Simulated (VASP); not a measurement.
# Cu in VASP: single point with LDA

Aim: the single point of Cu with LDA.

Program: VASP 6.6.1. These are calculated values, not measurements. Logs are shortened: lines on timing, memory, paths and dates and some standing lists are left out, and cuts for length are marked.

## 1. The cell of the first run

The cell holds a slab with vacuum, 5 atoms: a = 2.487 Å, b = 2.487 Å, c = 24.124 Å, α = 90.00°, β = 90.00°, γ = 120.00°.

## 2. Single point, LDA

Input file POSCAR:

```
Cu
1.0
    2.4873735450      0.0000000000      0.0000000000
   -1.2436867725      2.1541286787      0.0000000000
    0.0000000000      0.0000000000     24.1237000000
Cu
5
Direct
    0.8333333330      0.1666666670      0.3316235078
    0.1666666670      0.8333333330      0.4158117536
    0.5000000000      0.5000000000      0.5000000000
    0.8333333330      0.1666666670      0.5841882464
    0.1666666670      0.8333333330      0.6683764922
```

Input file INCAR.step1:

```
  PREC = Accurate
  ENCUT = 520
  EDIFF = 1E-6
  ISMEAR = -1
  SIGMA = 0.05
  LREAL = F
  LASPH = T
  NELM = 60
  ALGO = Normal
  ISIF = 2
  LWAVE = F
  LCHARG = T
  LMAXMIX = 4
  LDIPOL = T
  IDIPOL = 3
  DIPOL = 0.5 0.5 0.500
  GGA = CA
  NBANDS = 36
```

Input file KPOINTS.step1:

```
regular mesh
0
Gamma
  19 19 1
```

Input file INCAR.step2:

```
  PREC = Accurate
  ENCUT = 520
  EDIFF = 1E-6
  ISMEAR = -5
  SIGMA = 0.05
  LREAL = F
  LASPH = T
  NELM = 60
  ALGO = Normal
  ISIF = 2
  LWAVE = F
  LCHARG = F
  LMAXMIX = 4
  LDIPOL = T
  IDIPOL = 3
  DIPOL = 0.5 0.5 0.500
  GGA = CA
  LORBIT = 11
  NBANDS = 36
  NEDOS = 1001
  ICHARG = 11
```

Input file KPOINTS.step2:

```
regular mesh
0
Gamma
  29 29 1
```

Potentials or basis: VASP PAW LDA potentials, release 64 (Cu).

Run with:

```bash
> cat potpaw_LDA.64/Cu/POTCAR > POTCAR
> cp INCAR.step1 INCAR
> cp KPOINTS.step1 KPOINTS
> mpirun -np 1 vasp_std > vasp.out
> cp INCAR.step2 INCAR
> cp KPOINTS.step2 KPOINTS
> mpirun -np 1 vasp_std > vasp.out
```

OUTCAR:

```text
PREC = Accurate
   ENCUT = 520
   EDIFF = 1E-6
   ISMEAR = -5
   LREAL = F
   LASPH = T
   NELM = 60
   ISIF = 2
   GGA = CA
   LORBIT = 11
   ICHARG = 11

 ion  position               nearest neighbor table
   1  0.833  0.167  0.332-   2 2.49   2 2.49   2 2.49
   2  0.167  0.833  0.416-   1 2.49   1 2.49   1 2.49   3 2.49   3 2.49   3 2.49
   3  0.500  0.500  0.500-   2 2.49   4 2.49   2 2.49   4 2.49   2 2.49   4 2.49
   4  0.833  0.167  0.584-   5 2.49   5 2.49   5 2.49   3 2.49   3 2.49   3 2.49
   5  0.167  0.833  0.668-   4 2.49   4 2.49   4 2.49

  LATTYP: Found a hexagonal cell.
 ALAT       =     2.4873735450
 C/A-ratio  =     9.6984628821

  Lattice vectors:

 A1 = (   2.4873735450,   0.0000000000,   0.0000000000)
 A2 = (  -1.2436867725,   2.1541286787,   0.0000000000)
 A3 = (   0.0000000000,   0.0000000000,  24.1237000000)

Analysis of symmetry for initial positions (statically):
=====================================================================
 Subroutine PRICEL returns:
 Original cell was already a primitive cell.

 Routine SETGRP: Setting up the symmetry group for a
 hexagonal supercell.

 Subroutine GETGRP returns: Found 12 space group operations
 (whereof  4 operations were pure point group operations)
 out of a pool of 24 trial point group operations.

The static configuration has the point symmetry C_2h.
 The point group associated with its full space group is D_3d.

Analysis of symmetry for dynamics (positions and initial velocities):
=====================================================================
 Subroutine PRICEL returns:
 Original cell was already a primitive cell.

 Routine SETGRP: Setting up the symmetry group for a
 hexagonal supercell.

 Subroutine GETGRP returns: Found 12 space group operations
 (whereof  4 operations were pure point group operations)
 out of a pool of 24 trial point group operations.

The dynamic configuration has the point symmetry C_2h.
 The point group associated with its full space group is D_3d.

 Subroutine INISYM returns: Found 12 space group operations
 (whereof  4 operations are pure point group operations),
 and found     1 'primitive' translations

----------------------------------------------------------------------------------------

                                     Primitive cell

  volume of cell :     129.2577

[... 110 lines left out ...]
   EFERMI =   0.00;   METHOD = LEGACY
   ISMEAR =    -5;   SIGMA  =   0.05  broadening in eV -4-tet -1-fermi 0-gaus
   EFERMI_NEDOS =   21; number of points for ismear=-14 and -15
   IALGO  =     38    algorithm
   IMIX   =      4    mixing-type and parameters
     AMIX     =   0.40;   BMIX     =  1.00
     AMIX_MAG =   1.60;   BMIX_MAG =  1.00
  volume/ion in A,a.u.               =      25.85       174.45
  Fermi-wavevector in a.u.,A,eV,Ry     =   1.231337  2.326889 20.629023  1.516190
  Thomas-Fermi vector in A             =   2.366150
   LORBIT       =     11    0 simple, 1 ext, 2 COOP (PROOUT), +10 PAW based schemes
   GGA     = CA    functional components
   LHFCALC =     F    Hartree Fock is set to
   AEXX    =    0.0000 exact exchange contribution
   IVDW    =     0    specifies the selected vdW correction
   LEPSILON=     F    determine dielectric tensor
   LRPA    =     F    only Hartree local field effects (RPA)
 non-spin polarized calculation
 Fermi weights with tetrahedron method with Bloechl corrections
  energy-cutoff  :      520.00
  volume of cell :      129.26
 maximum number of plane-waves:      3522

 number of electron      54.9999909 magnetization

 dipolmoment           0.000000      0.000000     -0.000000 electrons x Angstroem

 Free energy of the ion-electron system (eV)
  ---------------------------------------------------
  ext. energy  EPLUGINS =         0.00000000
  ---------------------------------------------------
  free energy    TOTEN  =       -22.35518949 eV

  energy without entropy =      -22.35518949  energy(sigma->0) =      -22.35518949

 E-fermi :   0.5892     XC(G=0):  -6.5337

 val. band max:        0.5680272034   @ k =   0.4138   0.0690   0.0000
 cond. band min:       0.5876180408   @ k =   0.0690   0.0000   0.0000
 fundamental gap:      0.0195908374
 Fermi energy:         0.5891907148

 k-point     1 :       0.0000    0.0000    0.0000
  band No.  band energies     occupation
      1      -9.1038      2.00000
      2      -8.1279      2.00000
      3      -6.7497      2.00000
      4      -5.4596      2.00000
      5      -5.0422      2.00000
      6      -2.9294      2.00000
[... 925 lines left out ...]
     35       9.2789      0.00000
     36       9.7252      0.00000

 [... further k-points ...]

------------------------ aborting loop because EDIFF is reached ----------------------------------------

 vacuum level on the upper side and lower side of the slab       (xc-potential included)        -0.125        -0.125

  FORCE on cell =-STRESS in cart. coord.  units (eV):
  Direction    XX          YY          ZZ          XY          YZ          ZX
  --------------------------------------------------------------------------------------
  -------------------------------------------------------------------------------------
  Total       -1.2556971     -1.2556971     -0.2092115      0.0000000      0.0000000     -0.0000000
  in kB      -15.5646333    -15.5646333     -2.5932215      0.0000000      0.0000000     -0.0000000
  external PRESSURE =     -11.2408294 kB  Pullay stress =       0.0000000 kB

 VOLUME and BASIS-vectors are now :
 -----------------------------------------------------------------------------
  energy-cutoff  :      520.00
  volume of cell :      129.26
      direct lattice vectors                 reciprocal lattice vectors
     2.487373545  0.000000000  0.000000000     0.402030488  0.232112410  0.000000000
    -1.243686773  2.154128679  0.000000000     0.000000000  0.464224821  0.000000000
     0.000000000  0.000000000 24.123700000     0.000000000  0.000000000  0.041453011

 POSITION                                       TOTAL-FORCE (eV/Angst)
 -----------------------------------------------------------------------------------
      1.86553      0.35902      7.99999         0.000000      0.000000      0.071358
     -0.62184      1.79511     10.03092         0.000000     -0.000000     -0.051187
      0.62184      1.07706     12.06185         0.000000     -0.000000      0.000000
      1.86553      0.35902     14.09278        -0.000000      0.000000      0.051187
     -0.62184      1.79511     16.12371        -0.000000     -0.000000     -0.071358
 -----------------------------------------------------------------------------------
    total drift:                               -0.000000      0.000000     -0.000000

  FREE ENERGIE OF THE ION-ELECTRON SYSTEM (eV)
  ---------------------------------------------------
  free  energy   TOTEN  =       -22.3551894919 eV

  energy  without entropy=      -22.3551894919  energy(sigma->0) =      -22.35518949

 vacuum level on the upper side and lower side of the slab         5.643         5.643

 total charge

# of ion       s       p       d       tot
------------------------------------------
    1        0.479   0.338   9.188  10.005
    2        0.477   0.438   9.195  10.110
    3        0.479   0.450   9.193  10.122
    4        0.477   0.438   9.195  10.110
    5        0.479   0.338   9.188  10.005
--------------------------------------------------
tot          2.391   2.002  45.959  50.352
```

OSZICAR.step1:

```text
N       E                     dE             d eps       ncg     rms          rms(c)
DAV:   1     0.481201368017E+03    0.48120E+03   -0.24415E+04  2884   0.213E+03
DAV:   2     0.258314959519E+02   -0.45537E+03   -0.44063E+03  2880   0.401E+02
DAV:   3    -0.253323301143E+02   -0.51164E+02   -0.48714E+02  3072   0.190E+02
[... 15 lines left out ...]
DAV:  19    -0.223683374533E+02   -0.74297E-05   -0.15936E-06  2084   0.296E-02    0.239E-03
DAV:  20    -0.223683401378E+02   -0.26845E-05   -0.72699E-07  2104   0.212E-02    0.825E-04
DAV:  21    -0.223683464572E+02   -0.63194E-05   -0.45174E-07  2004   0.200E-02    0.125E-03
DAV:  22    -0.223683500528E+02   -0.35956E-05   -0.26470E-07  2000   0.125E-02    0.237E-04
DAV:  23    -0.223683505479E+02   -0.49516E-06   -0.45609E-08  2020   0.230E-03
   1 F= -.22368351E+02 E0= -.22362928E+02  d E =-.108457E-01
```

Run time: 12 min. Hardware: 1 thread of Intel Xeon 8259CL, shared host; peak memory 0.37 GiB.

What came out:

| Quantity | Value |
| --- | --- |
| Valence electrons inside the program's atomic spheres | Cu 10.01, 10.11, 10.12 (each value once) |

Levels at points of the mesh, in eV from the Fermi level:
```
           k point  band 25  band 26  band 27  band 28  band 29  band 30  band 31  band 32
(0.00, 0.00, 0.00)    -2.09    -1.78    -1.78    -1.71    -1.71    -1.12    -0.46     4.49
```
